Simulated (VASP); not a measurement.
Runs of VASP 6.6.1 on Ca. The structure is that of space group Im-3m (No. 229), or close to it. The cells are those of the table. This isn't the form of Ca at room conditions, which is fcc.

| task | level | potentials or basis | cell | k mesh | cutoff (eV) | smearing | grid for exact exchange (PRECFOCK) | share of exact exchange | screening parameter | gap on the mesh (eV) | pressure (GPa) |
| --- | --- | --- | --- | --- | --- | --- | --- | --- | --- | --- | --- |
| single point | r2SCANh | VASP PAW PBE potentials, release 64 (Ca_sv) | a = 3.814 Å, angles 109.4, 109.4, 109.7°, 1 atom | 6 × 6 × 6 | 440 | gaussian 0.05 eV | Normal | 0.1 | - | none | 0.7 |
| single point | PBE0 | VASP PAW PBE potentials, release 64 (Ca_sv) | a = 4.109 Å, angles 109.4, 109.4, 109.7°, 1 atom | 5 × 5 × 5 | 400 | fermi-dirac 0.1 eV | Normal | 0.25 | - | none | -2.3 |
| single point | PBEsol+D4 | VASP PAW PBE potentials, release 64 (Ca_sv) | a = 3.814 Å, angles 109.4, 109.4, 109.7°, 1 atom | 6 × 6 × 6 | 520 | tetrahedron | - | - | - | none | -1.5 |
| relaxation of cell and atoms | PBE | VASP PAW PBE potentials, release 64 (Ca_sv) | relaxed from a = 3.863, b = 3.840, c = 3.834 Å, angles 109.7, 109.2, 111.4°, 1 atom | 7 × 7 × 7 | 600 | gaussian 0.05 eV | - | - | - | none | 0.0 |
| single point | HSE06 | VASP PAW PBE potentials, release 64 (Ca_sv) | a = 3.864 Å, angles 109.3, 109.3, 109.7°, 1 atom | 6 × 6 × 6 | 520 | gaussian 0.025 eV | Normal | 0.25 | 0.2079 1/Å | none | 0.0 |
| single point | PBE+D4 | VASP PAW PBE potentials, release 64 (Ca_sv) | a = 3.814 Å, angles 109.4, 109.4, 109.7°, 1 atom | 6 × 6 × 6 | 520 | gaussian 0.05 eV | - | - | - | none | (b) |
| single point | LDA | VASP PAW LDA potentials, release 64 (Ca_sv) | a = 3.814 Å, angles 109.4, 109.4, 109.7°, 1 atom | 9 × 9 × 9, shifted | 520 | fermi-dirac 0.15 eV | - | - | - | none | (a) |

Alike in all rows: no spin polarisation.

Q: Fill in the values left out.

A: (a) -1.9; (b) -0.7.

Caveats: some runs use coarse meshes; the PAW data sets were made with another functional, which shifts forces and pressure a little (at least some runs); tetrahedron occupations give inexact forces and stress in metals (at least some runs).

A gap of «none» marks levels without a gap at the run's occupations.
